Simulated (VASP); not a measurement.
# Al12N11 (a cell with a defect) in VASP: notebook, part 2 of 2

VASP 6.6.1. The steps go on from the part before.

## (3) Single point, PBE

INCAR reads:

```
SYSTEM = Al12N11
ALGO = Normal ; EDIFF = 1E-7
ENCUT = 520 ; GGA = PE
ISIF = 2 ; ISMEAR = 0
LASPH = .True. ; LCHARG = .True.
LELF = .True. ; LREAL = Auto
LVHAR = .True. ; LWAVE = .False.
NBANDS = 62 ; NELM = 100
PREC = Accurate ; SIGMA = 0.05
```

KPOINTS reads:

```
k-points
0
Gamma
  6 6 2
  0 0 0
```

POSCAR reads:

```
Al12N11
1.0
    0.0000000000     -5.7405226851      0.0000000000
    4.9714384763      2.8702613426      0.0000000000
    0.0000000000      0.0000000000      8.3737655613
Al N
12 11
Direct
    0.3873726856      0.3333333014      0.3901467000
    0.3406971449      0.3333333014      0.8622107876
    0.6958549952      0.0258434255      0.3625706951
    0.6530011829     -0.0139864951      0.8801739129
    0.0033449904      0.6408231773      0.3625706951
    0.0003209246      0.6806530979      0.8801739129
    0.6458394330      0.6413300728      0.1351089891
    0.6772855367      0.6778919253      0.6202870097
    0.9423075190      0.3333333014      0.1086492085
    0.9957409809      0.3333333014      0.6443607670
    0.3378426733      1.0253364342      0.1351089891
    0.3327270252      0.9887747829      0.6202870097
    0.3265836217      0.3333333014      0.6191583657
    0.6385893600     -0.0274658936      0.1175221581
    0.6771292668      0.0093238607      0.6296498226
   -0.0006113257      0.6941324963      0.1175221581
    0.0011386527      0.6573427421      0.6296498226
    0.6921999454      0.6896279651      0.3807203553
    0.6593880803      0.6609841429      0.8666110780
    1.1118600238      0.3333333014      0.2871601769
    1.0054108320      0.3333333014      0.8842763684
    0.3359053940      0.9770387430      0.3807203553
    0.3317373512      1.0056825653      0.8666110780
```

Potentials or basis: VASP PAW PBE potentials, release 64 (Al, N).

Launch:

```sh
$ cat potpaw_PBE.64/Al/POTCAR potpaw_PBE.64/N/POTCAR > POTCAR
$ mpirun -np 1 vasp_std > vasp.out
```

OUTCAR:

```text
SYSTEM = Al12N11
   EDIFF = 1E-7
   ENCUT = 520
   GGA = PE
   ISIF = 2
   ISMEAR = 0
   LASPH = .True.
   LREAL = Auto
   NELM = 100
   PREC = Accurate

 ion  position               nearest neighbor table
   1  0.387  0.333  0.390-  20 1.80  22 1.92  18 1.92  13 1.95  12 2.67   8 2.67   7 2.70  11 2.70
                             3 3.07   5 3.07  10 3.10
   2  0.341  0.333  0.862-  23 1.86  19 1.86  21 1.93  13 2.04  10 2.69  12 2.82   8 2.82   7 2.88
                            11 2.88   9 3.08   4 3.25   6 3.25   6 3.28   4 3.28
   3  0.696  0.026  0.363-  18 1.93  22 1.95  14 2.08  20 2.24  15 2.24   9 2.67  11 2.80   7 2.82
                             8 2.91  12 2.93  10 2.93   5 3.06   1 3.07
   4  0.653  0.986  0.880-  19 1.89  23 1.91  14 1.99  21 2.01  15 2.10   9 2.66  10 2.80   8 2.85
                            12 2.85  11 2.88   7 2.90   6 3.25   6 3.25   2 3.25   2 3.28
   5  0.003  0.641  0.363-  22 1.93  18 1.95  16 2.08  20 2.24  17 2.24   9 2.67   7 2.80  11 2.82
                            12 2.91   8 2.93  10 2.93   3 3.06   1 3.07
   6  0.000  0.681  0.880-  23 1.89  19 1.91  16 1.99  21 2.01  17 2.10   9 2.66  10 2.80  12 2.85
                             8 2.85   7 2.88  11 2.90   4 3.25   4 3.25   2 3.25   2 3.28
   7  0.646  0.641  0.135-  16 1.90  14 1.93  18 2.07  19 2.25   1 2.70   5 2.80   3 2.82   6 2.88
                             2 2.88   4 2.90   9 3.01  11 3.06
   8  0.677  0.678  0.620-  15 1.90  17 1.92  13 2.00  18 2.01  19 2.07   1 2.67   2 2.82   4 2.85
                             6 2.85   3 2.91   5 2.93  12 3.26  12 3.26  10 3.27  10 3.30
[... 1701 lines left out ...]

  FORCE on cell =-STRESS in cart. coord.  units (eV):
  Direction    XX          YY          ZZ          XY          YZ          ZX
  --------------------------------------------------------------------------------------
  -------------------------------------------------------------------------------------
  Total       -0.0113505      4.5068833      7.9677593     -0.0000000     -4.7676030      0.0000000
  in kB       -0.0760979     30.2156952     53.4185981     -0.0000000    -31.9636496      0.0000000
  external PRESSURE =      27.8527318 kB  Pullay stress =       0.0000000 kB

 VOLUME and BASIS-vectors are now :
 -----------------------------------------------------------------------------
  energy-cutoff  :      520.00
  volume of cell :      238.98
      direct lattice vectors                 reciprocal lattice vectors
     0.000000000 -5.740522685  0.000000000     0.100574512 -0.174200165  0.000000000
     4.971438476  2.870261343  0.000000000     0.201149025  0.000000000  0.000000000
     0.000000000  0.000000000  8.373765561     0.000000000  0.000000000  0.119420587

 POSITION                                       TOTAL-FORCE (eV/Angst)
 -----------------------------------------------------------------------------------
      1.65715     -1.26697      3.26700         0.000000      0.168307     -0.154514
      1.65715     -0.99903      7.21995         0.000000     -0.088282      0.079155
      0.12848     -3.92039      3.03608         0.025878     -0.197331     -0.114296
      4.90191     -0.91845      7.37037        -0.023563     -0.030063     -0.037748
      3.18581      1.82013      3.03608        -0.025878     -0.197331     -0.114296
      3.38382      1.95181      7.37037         0.023563     -0.030063     -0.037748
[... 15 lines left out ...]
      4.85729      0.87608      3.18806         0.106883      0.002351     -0.122814
      0.02825     -1.88804      7.25680        -0.050806     -0.089731     -0.119405
 -----------------------------------------------------------------------------------
    total drift:                                0.000860     -0.008409     -0.003535

  FREE ENERGIE OF THE ION-ELECTRON SYSTEM (eV)
  ---------------------------------------------------
  free  energy   TOTEN  =      -159.6502396019 eV

  energy  without entropy=     -159.6467540660  energy(sigma->0) =     -159.64849683
```

OSZICAR:

```text
N       E                     dE             d eps       ncg     rms          rms(c)
DAV:   1     0.387650147582E+03    0.38765E+03   -0.42090E+04  3224   0.132E+03
DAV:   2    -0.145575923500E+03   -0.53323E+03   -0.51330E+03  4108   0.264E+02
DAV:   3    -0.184756499748E+03   -0.39181E+02   -0.38848E+02  3904   0.763E+01
DAV:   4    -0.185375226463E+03   -0.61873E+00   -0.61634E+00  3944   0.102E+01
DAV:   5    -0.185386079402E+03   -0.10853E-01   -0.10845E-01  4048   0.134E+00    0.280E+01
DAV:   6    -0.159843321287E+03    0.25543E+02   -0.10528E+02  3732   0.345E+01    0.981E+00
DAV:   7    -0.159793396824E+03    0.49924E-01   -0.36135E+00  3664   0.724E+00    0.659E+00
DAV:   8    -0.159654548699E+03    0.13885E+00   -0.34435E-01  3832   0.279E+00    0.125E+00
DAV:   9    -0.159647880386E+03    0.66683E-02   -0.41832E-02  4096   0.961E-01    0.480E-01
DAV:  10    -0.159649797300E+03   -0.19169E-02   -0.17124E-02  3912   0.538E-01    0.273E-01
DAV:  11    -0.159649978102E+03   -0.18080E-03   -0.19550E-03  3920   0.241E-01    0.123E-01
DAV:  12    -0.159650226533E+03   -0.24843E-03   -0.99992E-04  3616   0.134E-01    0.420E-02
DAV:  13    -0.159650234168E+03   -0.76352E-05   -0.86482E-05  4280   0.533E-02    0.179E-02
DAV:  14    -0.159650239590E+03   -0.54216E-05   -0.32891E-05  3688   0.246E-02    0.862E-03
DAV:  15    -0.159650239506E+03    0.83973E-07   -0.42336E-06  3928   0.104E-02    0.308E-03
DAV:  16    -0.159650239632E+03   -0.12588E-06   -0.22846E-06  3920   0.602E-03    0.163E-03
DAV:  17    -0.159650239602E+03    0.29962E-07   -0.16246E-07  2368   0.230E-03
   1 F= -.15965024E+03 E0= -.15964850E+03  d E =-.348554E-02
```

Wall time 8.4 min (1 thread of AMD EPYC 9R45 (Zen 5), shared host); peak memory 0.46 GiB.

What came out:

```
Free energy            : -159.6502 eV
Pressure               : 2.8 GPa
Largest force          : 2.499 eV/Å
Band gap on the k mesh : zero (an odd number of electrons rules out a gap without spin polarisation)
```

Forces on the atoms (eV/Å):
```
Al   0.000  0.168 -0.155
Al   0.000 -0.088  0.079
Al   0.026 -0.197 -0.114
Al  -0.024 -0.030 -0.038
Al  -0.026 -0.197 -0.114
Al   0.024 -0.030 -0.038
Al  -0.006 -0.202 -0.134
Al  -0.055 -0.034 -0.064
Al   0.000 -0.164 -0.057
Al   0.000 -0.129  0.094
Al   0.006 -0.202 -0.134
Al   0.055 -0.034 -0.064
N    0.000 -0.058  0.051
N   -0.024 -0.108 -0.100
N    0.058 -0.081 -0.200
N    0.024 -0.108 -0.100
N   -0.058 -0.081 -0.200
N   -0.107  0.002 -0.123
N    0.051 -0.090 -0.119
N    0.000  1.762  1.772
N    0.000 -0.013  0.000
N    0.107  0.002 -0.123
N   -0.051 -0.090 -0.119
```

Caveat: the k points lie up to 0.38 Å⁻¹ apart, too coarse for converged energies and pressures of a metal.

## (4) Single point, PBE

INCAR reads:

```
SYSTEM = Al12N11
PREC = Accurate
ENCUT = 520
EDIFF = 1E-6
ISMEAR = 0
SIGMA = 0.05
LREAL = Auto
LASPH = .TRUE.
NELM = 100
ALGO = Normal
ISIF = 2
LWAVE = .FALSE.
LCHARG = .FALSE.
GGA = PE
NBANDS = 62
```

KPOINTS reads:

```
regular mesh
0
G
  6 6 2
  0 0 0
```

POSCAR reads:

```
Al12N11
1.0
    0.0000000000     -5.7405226851      0.0000000000
    4.9714384763      2.8702613426      0.0000000000
    0.0000000000      0.0000000000      8.3737655613
Al N
12 11
Direct
    0.3910258373      0.3333333014      0.3913508177
    0.3375922012      0.3333333014      0.8556393116
    0.6874937491      0.0253365300      0.3648910371
    0.6560476454     -0.0112253225      0.8797130689
   -0.0045093601      0.6413300728      0.3648910371
    0.0006063886      0.6778919253      0.8797130689
    0.6374781869      0.6408231773      0.1374293311
    0.6803321734      0.6806530979      0.6198261657
    0.9459606707      0.3333333014      0.1098533262
    0.9926360371      0.3333333014      0.6377891715
    0.3299884234      1.0258435309      0.1374293311
    0.3330124892      0.9860136102      0.6198261657
    0.3279225242      0.3333333014      0.6157235908
    0.6411333373     -0.0229611611      0.1192796709
    0.6739452023      0.0056826611      0.6333888812
   -0.0025719803      0.6896279651      0.1192796709
    0.0015960626      0.6609841429      0.6333888812
    0.6947438221      0.6941324963      0.3824778681
    0.6562040894      0.6573427421      0.8703502560
    1.2214732131      0.3333333014      0.2128398493
    1.0067497345      0.3333333014      0.8808415934
    0.3339446389      0.9725340106      0.3824778681
    0.3321947611      1.0093239661      0.8703502560
```

Launch:

```sh
$ cat potpaw_PBE.64/Al/POTCAR potpaw_PBE.64/N/POTCAR > POTCAR
$ mpirun -np 1 vasp_std > vasp.out
```

Wall time 5.7 min (1 thread of AMD EPYC 9R45 (Zen 5), shared host); peak memory 0.47 GiB.

It converged, with:

- Free energy: -159.6502 eV
- Pressure: 2.8 GPa
- Largest force: 2.499 eV/Å
- Band gap on the k mesh: zero (an odd number of electrons rules out a gap without spin polarisation)

Forces in eV/Å, atoms in the order of the input:
```
Al   0.000  0.164  0.058
Al   0.000  0.129 -0.094
Al   0.006  0.202  0.135
Al   0.055  0.034  0.064
Al  -0.006  0.202  0.135
Al  -0.055  0.034  0.064
Al  -0.026  0.197  0.114
Al   0.023  0.030  0.038
Al   0.000 -0.168  0.154
Al   0.000  0.088 -0.079
Al   0.026  0.197  0.114
Al  -0.023  0.030  0.038
N    0.000  0.013  0.000
N    0.107 -0.002  0.123
N   -0.051  0.090  0.119
N   -0.107 -0.002  0.123
N    0.051  0.090  0.119
N    0.024  0.108  0.100
N   -0.058  0.081  0.200
N    0.000 -1.762 -1.772
N    0.000  0.058 -0.051
N   -0.024  0.108  0.100
N    0.058  0.081  0.200
```

Stress tensor (GPa, compression positive):
```
-0.01  0.00  0.00
 0.00  3.02 -3.20
 0.00 -3.20  5.34
```

Levels at points of the mesh, in eV from the Fermi level:
| k point | band 43 | band 44 | band 45 | band 46 | band 47 | band 48 |
| --- | --- | --- | --- | --- | --- | --- |
| (0.00, 0.00, 0.00) | -2.99 | -2.92 | -2.65 | 0.51 | 0.90 | 1.78 |
| (0.50, 0.00, 0.00) | -3.62 | -3.17 | -1.82 | -0.09 | 1.03 | 1.27 |
| (0.00, 0.50, 0.00) | -3.56 | -3.25 | -1.73 | -0.12 | 0.40 | 1.62 |
| (0.00, 0.00, 0.50) | -3.47 | -3.14 | -1.70 | -0.07 | 1.24 | 1.49 |
| (0.50, 0.00, 0.50) | -3.41 | -3.12 | -2.16 | -0.15 | 1.17 | 1.50 |
| (0.00, 0.50, 0.50) | -3.25 | -2.98 | -1.96 | 0.26 | 0.75 | 1.55 |

Caveat: the k points lie up to 0.38 Å⁻¹ apart, too coarse for converged energies and pressures of a metal.
